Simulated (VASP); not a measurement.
# TaN (P6_3mc) in VASP: further runs, part 3 of 3

VASP 6.6.1. Earlier steps stand in the parts before.

## (5) Electric field gradients, LDA (zz strain of -1 %)

The input, INCAR:

```
SYSTEM = TaN
PREC     = Accurate       ! precision mode
ENCUT    = 520            ! plane-wave cutoff, eV
EDIFF    = 1E-8           ! SCF threshold, eV
ISMEAR   = -1             ! smearing method
SIGMA    = 0.03           ! smearing width, eV
LREAL    = .False.        ! projectors in reciprocal space
LASPH    = .True.         ! aspherical terms in the spheres
NELM     = 100            ! most SCF steps
ALGO     = Normal         ! electronic algorithm
ISIF     = 2              ! what is computed and relaxed
LWAVE    = .False.        ! write WAVECAR
LCHARG   = .False.        ! write CHGCAR
GGA      = CA             ! functional
LEFG     = .True.       
NBANDS   = 24             ! bands
```

The input, KPOINTS:

```
regular mesh
0
Gamma
  9 9 5
  0 0 0
```

The input, POSCAR:

```
TaN
1.0
    3.0500010905      0.0000000000      0.0000000000
   -1.5250005453      2.6413784260      0.0000000000
    0.0000000000      0.0000000000      4.8906000000
Ta N
2 2
Direct
    0.3333333333      0.6666666667      0.0000000000
    0.6666666667      0.3333333333      0.5000000000
    0.3333333333      0.6666666667      0.3850000000
    0.6666666667      0.3333333333      0.8850000000
```

Potentials or basis: VASP PAW LDA potentials, release 64 (Ta_pv, N).

Run with:

```console
$ cat potpaw_LDA.64/Ta_pv/POTCAR potpaw_LDA.64/N/POTCAR > POTCAR
$ mpirun -np 1 vasp_std > vasp.out
```

OUTCAR:

```text
SYSTEM = TaN
   PREC = Accurate
   ENCUT = 520
   EDIFF = 1E-8
   ISMEAR = -1
   LREAL = .False.
   LASPH = .True.
   NELM = 100
   ISIF = 2
   GGA = CA

 ion  position               nearest neighbor table
   1  0.333  0.667  0.000-   4 1.85   4 1.85   4 1.85   3 1.88   2 3.01   2 3.01   2 3.01   2 3.01
                             2 3.01   2 3.01
   2  0.667  0.333  0.500-   3 1.85   3 1.85   3 1.85   4 1.88   1 3.01   1 3.01   1 3.01   1 3.01
                             1 3.01   1 3.01
   3  0.333  0.667  0.385-   2 1.85   2 1.85   2 1.85   1 1.88
   4  0.667  0.333  0.885-   1 1.85   1 1.85   1 1.85   2 1.88

  LATTYP: Found a hexagonal cell.
 ALAT       =     3.0500010905
 C/A-ratio  =     1.6034748365

  Lattice vectors:

 A1 = (   3.0500010905,   0.0000000000,   0.0000000000)
 A2 = (  -1.5250005453,   2.6413784260,   0.0000000000)
 A3 = (   0.0000000000,   0.0000000000,   4.8906000000)

Analysis of symmetry for initial positions (statically):
=====================================================================
 Subroutine PRICEL returns:
[... 856 lines left out ...]
      1.52500      0.88046      2.44530        -0.000000     -0.000000      1.722125
     -0.00000      1.76092      1.88288        -0.000000     -0.000000     -1.722125
      1.52500      0.88046      4.32818         0.000000      0.000000     -1.722125
 -----------------------------------------------------------------------------------
    total drift:                               -0.000000      0.000000     -0.000163

  FREE ENERGIE OF THE ION-ELECTRON SYSTEM (eV)
  ---------------------------------------------------
  free  energy   TOTEN  =       -42.7281938867 eV

  energy  without entropy=      -42.7202571220  energy(sigma->0) =      -42.72422550

 Electric field gradients (V/A^2)
---------------------------------------------------------------------
 ion       V_xx      V_yy      V_zz      V_xy      V_xz      V_yz
---------------------------------------------------------------------
   1     -56.403   -56.404   112.807    -0.000     0.000    -0.000
   2     -56.403   -56.404   112.807    -0.000    -0.000     0.000
   3      -5.295    -5.295    10.590     0.000     0.000    -0.000
   4      -5.295    -5.295    10.590     0.000    -0.000     0.000
---------------------------------------------------------------------

 Electric field gradients after diagonalization (V/A^2)
 (convention: |V_zz| > |V_xx| > |V_yy|)
----------------------------------------------------------------------
 ion       V_xx      V_yy      V_zz     asymmetry (V_yy - V_xx)/ V_zz
----------------------------------------------------------------------
   1     -56.404   -56.403   112.807       0.000
   2     -56.404   -56.403   112.807       0.000
   3      -5.296    -5.295    10.590       0.000
   4      -5.296    -5.295    10.590       0.000
----------------------------------------------------------------------

           NMR quadrupolar parameters

 Cq : quadrupolar parameter    Cq=e*Q*V_zz/h
 eta: asymmetry parameters     (V_yy - V_xx)/ V_zz
 Q  : nuclear electric quadrupole moment in mb (millibarn)
----------------------------------------------------------------------
 ion       Cq(MHz)       eta       Q (mb)
----------------------------------------------------------------------
   1       0.273       0.000       1.000
   2       0.273       0.000       1.000
   3       0.026       0.000       1.000
   4       0.026       0.000       1.000
----------------------------------------------------------------------
```

OSZICAR:

```text
N       E                     dE             d eps       ncg     rms          rms(c)
DAV:   1     0.283581626374E+03    0.28358E+03   -0.17814E+04  1728   0.143E+03
DAV:   2    -0.363762328273E+02   -0.31996E+03   -0.30406E+03  2040   0.420E+02
DAV:   3    -0.500230489037E+02   -0.13647E+02   -0.13465E+02  2168   0.858E+01
DAV:   4    -0.501418368968E+02   -0.11879E+00   -0.11867E+00  1888   0.821E+00
DAV:   5    -0.501430872139E+02   -0.12503E-02   -0.12498E-02  2224   0.761E-01    0.603E+01
DAV:   6    -0.429311937187E+02    0.72119E+01   -0.24823E+01  1760   0.383E+01    0.258E+01
DAV:   7    -0.427829684768E+02    0.14823E+00   -0.88129E-01  2032   0.731E+00    0.136E+01
DAV:   8    -0.427309675913E+02    0.52001E-01   -0.49492E-02  1992   0.169E+00    0.109E+00
DAV:   9    -0.427281832795E+02    0.27843E-02   -0.77091E-03  2000   0.627E-01    0.184E-01
DAV:  10    -0.427282137500E+02   -0.30471E-04   -0.30152E-04  2048   0.137E-01    0.420E-02
DAV:  11    -0.427281940532E+02    0.19697E-04   -0.66667E-05  2024   0.602E-02    0.105E-02
DAV:  12    -0.427281939203E+02    0.13292E-06   -0.31666E-06  1960   0.149E-02    0.577E-03
DAV:  13    -0.427281938995E+02    0.20790E-07   -0.15492E-07  2104   0.307E-03    0.290E-03
DAV:  14    -0.427281938863E+02    0.13240E-07   -0.38329E-08  1752   0.154E-03    0.623E-04
DAV:  15    -0.427281938867E+02   -0.40563E-09   -0.40532E-09  1064   0.486E-04
   1 F= -.42728194E+02 E0= -.42724226E+02  d E =-.793676E-02
```

stdout:

```text
POSCAR found type information on POSCAR TaN
 POSCAR found :  2 types and       4 ions
 scaLAPACK will be used
 LDA part: xc-table for (Slater(with rela. corr.)+CA(PZ))
 , standard interpolation
 POSCAR, INCAR and KPOINTS ok, starting setup
 FFT: planning ... GRIDC
 FFT: planning ... GRID_SOFT
 FFT: planning ... GRID
 WAVECAR not read
 entering main loop
ion   1

ion   2

ion   3

ion   4
```

Run time: 28 s. Hardware: 1 thread of Intel Xeon Platinum 8488C (Sapphire Rapids), shared host; peak memory 0.14 GiB.

Results:

```
Free energy            : -42.7282 eV
Pressure               : 129.0 GPa
Largest force          : 1.722 eV/Å
Band gap on the k mesh : zero (band 16 reaches 10.26 eV, above the bottom of band 17 at 8.09 eV)
```

Forces on the atoms (eV/Å):
```
Ta   0.000  0.000  1.722
Ta   0.000  0.000  1.722
N    0.000  0.000 -1.722
N    0.000  0.000 -1.722
```

Electric field gradients, principal values (V/Å²):
| atom | least | middle | greatest (by size) |
| --- | --- | --- | --- |
| 1 Ta | -56.403 | -56.404 | 112.807 |
| 2 Ta | -56.403 | -56.404 | 112.807 |
| 3 N | -5.295 | -5.296 | 10.590 |
| 4 N | -5.295 | -5.296 | 10.590 |

Caveat: the cell differs from its parent crystal (zz strain of -1 %); without QUAD_EFG the Cq values of the log hold for a quadrupole moment of 1 mb, not for the nuclei; spin-orbit coupling is left out, which moves the levels of the heavy elements; forces of over 1 eV/Å act on the atoms, so gaps and moduli don't describe the material at rest.

## (6) The runs side by side

| cell | gap on the mesh (eV) | pressure (GPa) | largest force (eV/Å) |
| --- | --- | --- | --- |
| a = 3.050, b = 3.050, c = 4.841 Å, angles 90.0, 90.0, 120.0°, 4 atoms | none | 136.0 | 1.19 |
| a = 3.040, b = 3.040, c = 4.923 Å, angles 90.0, 90.0, 120.0°, 4 atoms | none | 129.6 | 2.27 |
| a = 3.050, b = 3.050, c = 4.891 Å, angles 90.0, 90.0, 120.0°, 4 atoms | none | 129.0 | 1.72 |

Alike in all rows: task electric field gradients; level LDA; potentials or basis VASP PAW LDA potentials, release 64 (Ta_pv, N); no spin polarisation; k mesh 9 × 9 × 5; cutoff (eV) 520; smearing fermi-dirac 0.03 eV.

Caveats: spin-orbit coupling is left out, which moves the levels of the heavy elements; forces of over 1 eV/Å act on the atoms, so gaps and moduli don't describe the material at rest.

Total energies depend on the potentials used, so only differences within one code and one set of settings carry meaning.
